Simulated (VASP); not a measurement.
# Si2W (I4/mmm) in VASP: elastic constants with PBEsol

Aim: the elastic constants of Si2W with PBEsol.

Program: VASP 6.6.1. These are calculated values, not measurements. Logs are shortened: lines on timing, memory, paths and dates and some standing lists are left out, and cuts for length are marked.

### Step 1. The cell of the first run

It takes space group I4/mmm (No. 139, tetragonal). Conventional cell: a = 3.214 Å, b = 3.214 Å, c = 7.830 Å, α = 90.00°, β = 90.00°, γ = 90.00°. Within 3.4 Å of W (site symmetry 4/mmm) lie 10 Si at 2.62 Å and 4 W at 3.21 Å. Within 3.4 Å of Si (site symmetry 4mm) lie 9 Si at 2.59 to 3.21 Å and 5 W at 2.62 Å.

### Step 2. Elastic constants, PBEsol

Input file INCAR:

```
SYSTEM = Si2W
ALGO = Normal
EDIFF = 1E-8
ENCUT = 600
GGA = PS
IBRION = 6
ISIF = 3
ISMEAR = -1
LASPH = .True.
LCHARG = .True.
LREAL = .False.
LWAVE = .False.
NELM = 80
NFREE = 2
NSW = 1
POTIM = 0.015
PREC = Accurate
SIGMA = 0.05
```

Input file KPOINTS:

```
k-points
0
Gamma
  9 9 9
  0 0 0
```

Input file POSCAR:

```
Si2W
1.0
   -1.6069000000      1.6069000000      3.9149500000
    1.6069000000     -1.6069000000      3.9149500000
    1.6069000000      1.6069000000     -3.9149500000
W Si
1 2
Direct
    0.0000000000      0.0000000000      0.0000000000
    0.6653000000      0.6653000000      0.0000000000
    0.3347000000      0.3347000000      0.0000000000
```

Potentials or basis: VASP PAW PBE potentials, release 64 (W_sv, Si).

Run with:

```console
$ cat potpaw_PBE.64/W_sv/POTCAR potpaw_PBE.64/Si/POTCAR > POTCAR
$ mpirun -np 1 vasp_std > vasp.out
```

OUTCAR:

```text
SYSTEM = Si2W
   EDIFF = 1E-8
   ENCUT = 600
   GGA = PS
   IBRION = 6
   ISIF = 3
   ISMEAR = -1
   LASPH = .True.
   LREAL = .False.
   NELM = 80
   NFREE = 2
   NSW = 1
   POTIM = 0.015
   PREC = Accurate

 ion  position               nearest neighbor table
   1  0.000  0.000  0.000-   2 2.62   2 2.62   2 2.62   3 2.62   2 2.62   3 2.62   3 2.62   3 2.62
                             2 2.62   3 2.62
   2  0.665  0.665  0.000-   3 2.59   1 2.62   1 2.62   1 2.62   1 2.62   1 2.62   3 2.63   3 2.63
                             3 2.63   3 2.63
   3  0.335  0.335  0.000-   2 2.59   1 2.62   1 2.62   1 2.62   1 2.62   1 2.62   2 2.63   2 2.63
                             2 2.63   2 2.63

  LATTYP: Found a body centered tetragonal cell.
 ALAT       =     3.2138000000
 C/A-ratio  =     2.4363370465

  Lattice vectors:

 A1 = (  -1.6069000000,   1.6069000000,   3.9149500000)
 A2 = (   1.6069000000,  -1.6069000000,   3.9149500000)
 A3 = (   1.6069000000,   1.6069000000,  -3.9149500000)

Analysis of symmetry for initial positions (statically):
=====================================================================
 Subroutine PRICEL returns:
 Original cell was already a primitive cell.

 Routine SETGRP: Setting up the symmetry group for a
 body centered tetragonal supercell.

 Subroutine GETGRP returns: Found 16 space group operations
 (whereof 16 operations were pure point group operations)
 out of a pool of 16 trial point group operations.

The static configuration has the point symmetry D_4h.

Analysis of symmetry for dynamics (positions and initial velocities):
=====================================================================
 Subroutine PRICEL returns:
 Original cell was already a primitive cell.

 Routine SETGRP: Setting up the symmetry group for a
 body centered tetragonal supercell.

 Subroutine GETGRP returns: Found 16 space group operations
 (whereof 16 operations were pure point group operations)
 out of a pool of 16 trial point group operations.

The dynamic configuration has the point symmetry D_4h.

 Subroutine INISYM returns: Found 16 space group operations
 (whereof 16 operations are pure point group operations),
 and found     1 'primitive' translations

----------------------------------------------------------------------------------------

                                     Primitive cell

  volume of cell :      40.4356

  direct lattice vectors                    reciprocal lattice vectors
    -1.606900000  1.606900000  3.914950000     0.000000000  0.311158131  0.127715552
     1.606900000 -1.606900000  3.914950000     0.311158131  0.000000000  0.127715552
     1.606900000  1.606900000 -3.914950000     0.311158131  0.311158131  0.000000000

  length of vectors
     4.526708376  4.526708376  4.526708376     0.336348992  0.336348992  0.440044048

  position of ions in fractional coordinates (direct lattice)
     0.000000000  0.000000000  0.000000000
     0.665300000  0.665300000  0.000000000
     0.334700000  0.334700000  0.000000000

  ion indices of the primitive-cell ions
   primitive index   ion index
                 1           1
                 2           2
                 3           3

----------------------------------------------------------------------------------------

 KPOINTS: k-points

Automatic generation of k-mesh.
 Grid dimensions read from file:
 generate k-points for:    9    9    9

 Generating k-lattice:

  Cartesian coordinates                     Fractional coordinates (reciprocal lattice)
     0.000000000  0.034573126  0.014190617     0.111111111  0.000000000  0.000000000
     0.034573126  0.000000000  0.014190617     0.000000000  0.111111111  0.000000000
     0.034573126  0.034573126  0.000000000     0.000000000  0.000000000  0.111111111

  Length of vectors
     0.037372110  0.037372110  0.048893783

  Shift w.r.t. Gamma in fractional coordinates (k-lattice)
     0.000000000  0.000000000  0.000000000

 Subroutine IBZKPT returns following result:
[... 72 lines left out ...]
  Thomas-Fermi vector in A             =   2.465099
   LORBIT       =      0    0 simple, 1 ext, 2 COOP (PROOUT), +10 PAW based schemes
   GGA     = PS    functional components
   LHFCALC =     F    Hartree Fock is set to
   AEXX    =    0.0000 exact exchange contribution
   IVDW    =     0    specifies the selected vdW correction
   LEPSILON=     F    determine dielectric tensor
   LRPA    =     F    only Hartree local field effects (RPA)
 finite differences with symmetry
 non-spin polarized calculation
  energy-cutoff  :      600.00
  volume of cell :       40.44
 maximum number of plane-waves:      1372
   NGX = 19   NGY = 19   NGZ = 19

--------------------------------------- Ionic step        1  -------------------------------------------

 number of electron      21.9999999 magnetization

 Free energy of the ion-electron system (eV)
  ---------------------------------------------------
  ext. energy  EPLUGINS =         0.00000000
  ---------------------------------------------------
  free energy    TOTEN  =       -26.63783214 eV

  energy without entropy =      -26.63495097  energy(sigma->0) =      -26.63639155

------------------------ aborting loop because EDIFF is reached ----------------------------------------

  FORCE on cell =-STRESS in cart. coord.  units (eV):
  Direction    XX          YY          ZZ          XY          YZ          ZX
  --------------------------------------------------------------------------------------
  -------------------------------------------------------------------------------------
  Total       -0.4158351     -0.4158351     -0.3726171      0.0000000     -0.0000000      0.0000000
  in kB      -16.4766091    -16.4766091    -14.7641845      0.0000000     -0.0000000      0.0000000
  external PRESSURE =     -15.9058009 kB  Pullay stress =       0.0000000 kB
[... 92 lines left out ...]
  FREE ENERGIE OF THE ION-ELECTRON SYSTEM (eV)
  ---------------------------------------------------
  free  energy   TOTEN  =       -26.6315302690 eV

  energy  without entropy=      -26.6287299589  energy(sigma->0) =      -26.63013011

[... ionic steps 4 to 18 ...]

--------------------------------------- Ionic step       19  -------------------------------------------

 number of electron      21.9999999 magnetization

------------------------ aborting loop because EDIFF is reached ----------------------------------------
[... 69 lines left out ...]
--------------------------------------- Ionic step       21  -------------------------------------------

 number of electron      21.9999999 magnetization

 Free energy of the ion-electron system (eV)
  ---------------------------------------------------
  ext. energy  EPLUGINS =         0.00000000
  ---------------------------------------------------
  free energy    TOTEN  =       -26.63637412 eV

  energy without entropy =      -26.63349736  energy(sigma->0) =      -26.63493574

 E-fermi :  11.7643     XC(G=0): -12.6051

 val. band max:       11.7136450322   @ k =  -0.2222  -0.3333   0.2222
 cond. band min:      11.9596568011   @ k =  -0.4444   0.4444   0.3333
 fundamental gap:      0.2460117689
 Fermi energy:        11.7642652360

 k-point     1 :       0.0000    0.0000    0.0000
  band No.  band energies     occupation
      1     -61.9435      2.00000
      2     -26.2058      2.00000
      3     -26.1899      2.00000
      4     -26.1899      2.00000
      5      -2.2042      2.00000
      6       4.9729      2.00000
      7       8.1426      2.00000
      8       8.4794      2.00000
      9       9.0386      2.00000
     10       9.0386      2.00000
     11      12.4441      0.00000
     12      14.6552      0.00000
     13      14.8010      0.00000
     14      14.8902      0.00000
[... 401 lines left out ...]
      2     -26.3734      2.00000
      3     -26.3717      2.00000
      4     -26.1680      2.00000
      5       2.3552      2.00000
      6       4.2469      2.00000
      7       5.8841      2.00000
      8       6.5970      2.00000
      9       7.4978      2.00000
     10       8.7070      2.00000
     11       9.7372      2.00000
     12      13.8026      0.00000
     13      14.3461      0.00000
     14      15.2471      0.00000
     15      16.2180      0.00000

 [... further k-points ...]

------------------------ aborting loop because EDIFF is reached ----------------------------------------

  FORCE on cell =-STRESS in cart. coord.  units (eV):
  Direction    XX          YY          ZZ          XY          YZ          ZX
  --------------------------------------------------------------------------------------
  -------------------------------------------------------------------------------------
  Total       -0.3779518     -0.3779518     -0.3159589      0.0000000     -0.0000000      0.0000000
  in kB      -14.9755622    -14.9755622    -12.5192214      0.0000000     -0.0000000      0.0000000
  external PRESSURE =     -14.1567820 kB  Pullay stress =       0.0000000 kB
[... 18 lines left out ...]
  FREE ENERGIE OF THE ION-ELECTRON SYSTEM (eV)
  ---------------------------------------------------
  free  energy   TOTEN  =       -26.6363741245 eV

  energy  without entropy=      -26.6334973594  energy(sigma->0) =      -26.63493574

 INTERNAL STRAIN TENSORS FROM STRAINED CELLS
 ============================================

 INTERNAL STRAIN TENSOR FOR ION    1 for displacements in x,y,z  (eV/Angst):
          X           Y           Z          XY          YZ          ZX
  --------------------------------------------------------------------------------
  x     0.00000     0.00000     0.00000    -0.00000     0.00000    -0.00000
  y     0.00000     0.00000     0.00000    -0.00000    -0.00000     0.00000
  z    -0.00000    -0.00000     0.00000    -0.00000     0.00000    -0.00000

 INTERNAL STRAIN TENSORS FROM DISPLACED ATOMS
 ============================================

 INTERNAL STRAIN TENSOR FOR ION    1 for displacements in x,y,z  (eV/Angst):
          X           Y           Z          XY          YZ          ZX
  --------------------------------------------------------------------------------
  x     0.00000     0.00000     0.00000     0.00000     0.00000     0.00000
  y     0.00000     0.00000     0.00000     0.00000     0.00000     0.00000
  z     0.00000     0.00000     0.00000     0.00000     0.00000     0.00000

 INTERNAL STRAIN TENSOR FOR ION    3 for displacements in x,y,z  (eV/Angst):
          X           Y           Z          XY          YZ          ZX
  --------------------------------------------------------------------------------
  x     0.00000     0.00000     0.00000     0.00000     0.00000     1.35197
  y    -0.00000    -0.00000    -0.00000     0.00000     1.35197     0.00000
  z     2.37613     2.37613     3.23435     0.00000     0.00000     0.00000

 Eigenvectors and eigenvalues of the dynamical matrix
 ----------------------------------------------------

   1 f  =   13.293657 THz    83.526513 2PiTHz  443.428679 cm-1    54.978125 meV
             X         Y         Z           dx          dy          dz
      0.000000  0.000000  0.000000    -0.000000    0.000000    0.000000
      0.000000  0.000000  5.209232    -0.000000    0.000000    0.707107
      0.000000  0.000000  2.620668     0.000000   -0.000000   -0.707107
[... 43 lines left out ...]
   9 f/i=    0.000694 THz     0.004359 2PiTHz    0.023140 cm-1     0.002869 meV
             X         Y         Z           dx          dy          dz
      0.000000  0.000000  0.000000     0.861306   -0.155092    0.000000
      0.000000  0.000000  5.209232     0.336709   -0.060630   -0.000000
      0.000000  0.000000  2.620668     0.336709   -0.060630   -0.000000

--------------------------------------------------------------------------------------------------------

 ELASTIC MODULI CONTR FROM IONIC RELAXATION (kBar)
 Direction    XX          YY          ZZ          XY          YZ          ZX
 --------------------------------------------------------------------------------
 XX         -22.0320    -22.0320    -29.9896      0.0000     -0.0000     -0.0000
 YY         -22.0320    -22.0320    -29.9896      0.0000     -0.0000     -0.0000
 ZZ         -29.9896    -29.9896    -40.8214      0.0000     -0.0000     -0.0000
 XY           0.0000      0.0000      0.0000      0.0000      0.0000      0.0000
 YZ          -0.0000     -0.0000     -0.0000      0.0000    -12.4956      0.0000
 ZX          -0.0000     -0.0000     -0.0000      0.0000      0.0000    -12.4956
 --------------------------------------------------------------------------------

 TOTAL ELASTIC MODULI (kBar)
 Direction    XX          YY          ZZ          XY          YZ          ZX
 --------------------------------------------------------------------------------
 XX        4297.5534   1271.4969    964.9705      0.0000     -0.0000     -0.0000
 YY        1271.4969   4297.5534    964.9705      0.0000     -0.0000     -0.0000
 ZZ         964.9705    964.9705   5517.7110      0.0000     -0.0000     -0.0000
 XY           0.0000      0.0000      0.0000   2055.3261      0.0000      0.0000
 YZ          -0.0000     -0.0000     -0.0000      0.0000   2048.7929      0.0000
 ZX          -0.0000     -0.0000     -0.0000      0.0000      0.0000   2048.7929
 --------------------------------------------------------------------------------
```

Wall time 20 min (1 thread of AMD EPYC 9R45 (Zen 5), shared host); peak memory 0.38 GiB.

Results:

- Voigt bulk modulus: 228 GPa
- Highest phonon frequency at Γ: 443 cm⁻¹

Phonon frequencies in cm⁻¹ (negative: imaginary):
```
              q point                    frequencies
(0.000, 0.000, 0.000)  0 0 0 258 258 302 335 335 443
```

Elastic tensor in Voigt notation (GPa, in the Cartesian axes of the cell as first typed):
```
430 127  96   0   0   0
127 430  96   0   0   0
 96  96 552   0   0   0
  0   0   0 205   0   0
  0   0   0   0 205   0
  0   0   0   0   0 206
```

Clamped-ion elastic tensor (GPa):
```
432 129  99   0   0   0
129 432  99   0   0   0
 99  99 556   0   0   0
  0   0   0 206   0   0
  0   0   0   0 206   0
  0   0   0   0   0 206
```

Caveat: the cell is under stress, which shifts elastic constants; the PAW data sets were made with another functional, which shifts forces and pressure a little; spin-orbit coupling is left out, which moves the levels of the heavy elements.
